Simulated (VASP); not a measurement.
A run of VASP 6.6.1 is set up as follows.

INCAR

```
SYSTEM = Pt
PREC = Accurate
ENCUT = 520
EDIFF = 1E-7
ISMEAR = -1
SIGMA = 0.05
LREAL = .False.
LASPH = .True.
NELM = 60
ALGO = Normal
ISIF = 2
LWAVE = .False.
LCHARG = .False.
GGA = PE
NBANDS = 11
```

KPOINTS

```
Automatic mesh
0
Gamma
  17 17 17
  0 0 0
```

Contents of POSCAR:

```
Pt
1.0
    0.0000000000      1.9850161976      1.9850161976
    1.9850161976      0.0000000000      1.9850161976
    1.9850161976      1.9850161976      0.0000000000
Pt
1
Direct
    0.0000000000      0.0000000000      0.0000000000
```

Potentials or basis: VASP PAW PBE potentials, release 64 (Pt).

Command:

```sh
$ cat potpaw_PBE.64/Pt/POTCAR > POTCAR
$ mpirun -np 1 vasp_std > vasp.out
```

(1) Estimate the band gap on the k mesh.

(2) What does it give for the pressure?

## Answers

(1) zero (band 5 reaches 10.99 eV, above the bottom of band 6 at 8.95 eV).

(2) -0.5 GPa.

Caveat: spin-orbit coupling is left out, which moves the levels of the heavy elements.
